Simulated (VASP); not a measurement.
Here is a VASP 6.6.1 calculation.

Contents of INCAR:

```
SYSTEM = C
PREC = Accurate ; ENCUT = 520
EDIFF = 1E-7 ; ISMEAR = 0
SIGMA = 0.05 ; LREAL = Auto
LASPH = .True. ; NELM = 80
ALGO = Normal ; ISIF = 2
LWAVE = .False. ; LCHARG = .True.
LDIPOL = .True. ; IDIPOL = 3
DIPOL = 0.5 0.5 0.430 ; GGA = PE
IVDW = 12 ; LELF = .True.
LVHAR = .True. ; LVACPOTAV = .True.
NBANDS = 126
```

The input KPOINTS:

```
Automatic mesh
0
Gamma
  3 2 1
  0 0 0
```

Contents of POSCAR:

```
C
1.0
    5.0301999808      0.0000000000      0.0000000000
    0.0000000000      7.1137770343      0.0000000000
    0.0000000000      0.0000000000     25.8538499760
C
48
Direct
    0.2500000000      0.5000000000      0.3094316710
    0.2500000000      0.0000000000      0.3094316710
    0.7500000000      0.5000000000      0.3094316710
    0.7500000000      0.0000000000      0.3094316710
    0.5000000000      0.6250000000      0.3094316710
    0.5000000000      0.1250000000      0.3094316710
    0.0000000000      0.6250000000      0.3094316710
    0.0000000000      0.1250000000      0.3094316710
    0.5000000000      0.7500000000      0.3580723956
    0.5000000000      0.2500000000      0.3580723956
    0.0000000000      0.7500000000      0.3580723956
    0.0000000000      0.2500000000      0.3580723956
    0.7500000000      0.8750000000      0.3580723956
    0.7500000000      0.3750000000      0.3580723956
    0.2500000000      0.8750000000      0.3580723956
    0.2500000000      0.3750000000      0.3580723956
    0.7500000000      0.0000000000      0.4067131201
    0.7500000000      0.5000000000      0.4067131201
    0.2500000000      0.0000000000      0.4067131201
    0.2500000000      0.5000000000      0.4067131201
    0.0000000000      0.1250000000      0.4067131201
    0.0000000000      0.6250000000      0.4067131201
    0.5000000000      0.1250000000      0.4067131201
    0.5000000000      0.6250000000      0.4067131201
    0.0000336912      0.2504002746      0.4551769002
   -0.0000124998      0.7506467990      0.4551282072
    0.4999677469      0.2506828429      0.4550376158
    0.5000064838      0.7506701191      0.4550487044
    0.2499550505      0.3744389156      0.4551027484
    0.2499949645      0.8746319041      0.4552084042
    0.7500349641      0.3743348263      0.4550614893
    0.7500198203      0.8744841888      0.4550795447
    0.2501407161      0.5045582507      0.5051416604
    0.2499279696      0.0042676783      0.5053175789
    0.7498290736      0.5043558649      0.5051101061
    0.7501304938      0.0046792635      0.5053863633
    0.5000940555      0.6203737683      0.5050714344
    0.4999091721      0.1202225484      0.5053917515
   -0.0001406350      0.6201730649      0.5051799721
    0.0001305363      0.1204307821      0.5053754009
    0.4998882721      0.7640719830      0.5462550358
    0.4999337770      0.2656057425      0.5459676596
    0.0000136245      0.7644646636      0.5463387638
    0.0001052871      0.2650398051      0.5467189973
    0.7500939325      0.8597063591      0.5463412444
    0.7503262247      0.3610371089      0.5465962080
    0.2500289868      0.8604454365      0.5471431762
    0.2496613087      0.3612575573      0.5466904972
```

Potentials or basis: VASP PAW PBE potentials, release 64 (C).

The run is started by

```console
$ cat potpaw_PBE.64/C/POTCAR > POTCAR
$ mpirun -np 1 vasp_std > vasp.out
```

Question: Estimate the dispersion energy per atom.

Answer: -0.156 eV.

Question: Estimate the band gap on the k mesh.

Answer: Zero (bands 96 and 97 overlap by 0.10 eV).

Question: Estimate the largest force.

Answer: 4.679 eV/Å.

Forces in eV/Å, atoms in the order of the input:
```
C    0.000  4.564  0.991
C   -0.002  4.567  0.999
C    0.002  4.570  1.005
C   -0.001  4.568  0.999
C   -0.002 -4.563  1.006
C    0.000 -4.560  1.000
C    0.001 -4.557  0.992
C    0.001 -4.559  1.001
C    0.004  1.013 -1.133
C   -0.004  1.022 -1.124
C   -0.004  1.022 -1.106
C    0.004  1.020 -1.107
C    0.004 -1.020 -1.132
C   -0.004 -1.011 -1.143
C   -0.005 -1.018 -1.116
C    0.005 -1.019 -1.121
C    0.006  0.490  0.104
C    0.012  0.475  0.090
C   -0.006  0.479  0.119
C   -0.012  0.473  0.086
C    0.006 -0.484  0.119
C    0.006 -0.462  0.100
C   -0.006 -0.487  0.102
C   -0.006 -0.473  0.089
C    0.000  0.003 -0.027
C    0.002 -0.010 -0.024
C    0.001 -0.052  0.015
C   -0.001  0.004  0.014
C    0.003 -0.021  0.021
C   -0.005 -0.031 -0.019
C   -0.003 -0.006  0.036
C    0.004  0.008  0.028
C   -0.062  0.039  0.014
C    0.019  0.010  0.121
C    0.061  0.075  0.021
C   -0.020  0.007 -0.044
C   -0.042 -0.041  0.016
C   -0.001  0.002 -0.115
C    0.051  0.032 -0.023
C    0.002  0.032  0.022
C   -0.021  0.087  0.106
C   -0.005 -0.027  0.238
C    0.051 -0.026  0.070
C   -0.003 -0.022 -0.071
C   -0.041  0.050  0.094
C   -0.067 -0.058 -0.020
C    0.003 -0.030 -0.245
C    0.074 -0.077 -0.048
```

Caveat: the k points lie up to 0.44 Å⁻¹ apart.
